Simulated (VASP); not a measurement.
Runs of VASP 6.6.1 on NiO. The structure is that of space group Fm-3m (No. 225), or close to it. The cells are those of the table. 

| task | cell | cutoff (eV) | gap on the mesh (eV) | pressure (GPa) | moment (μB) |
| --- | --- | --- | --- | --- | --- |
| single point | a = 3.040 Å, angles 60.0°, 2 atoms | 520 | none | -9.1 | 1.89 |
| single point | a = 2.857 Å, angles 60.0°, 2 atoms | 520 | none | 27.1 | (a) |
| relaxation of cell and atoms | relaxed from a = 2.950 Å, angles 60.0°, 2 atoms | 600 | none | 0.0 | 1.76 |
| single point | a = 2.921 Å, angles 60.0°, 2 atoms | 520 | none | 11.2 | (b) |

Alike in all rows: level PBE; potentials or basis VASP PAW PBE potentials, release 64 (Ni, O); spin collinear, ferromagnetic start; k mesh 18 × 18 × 18; smearing gaussian 0.1 eV.

Q: Estimate the missing entries.

A: (a) 1.31; (b) 1.59.

Caveats: a cell with one magnetic atom can't hold antiferromagnetic order, which such compounds often take; semilocal functionals often make such compounds metallic where correlation or magnetic order opens a gap, which also shifts bond lengths; the cell stands under pressure (at least some runs); the cell stands under tension (at least some runs).

A gap of «none» marks levels without a gap at the run's occupations.
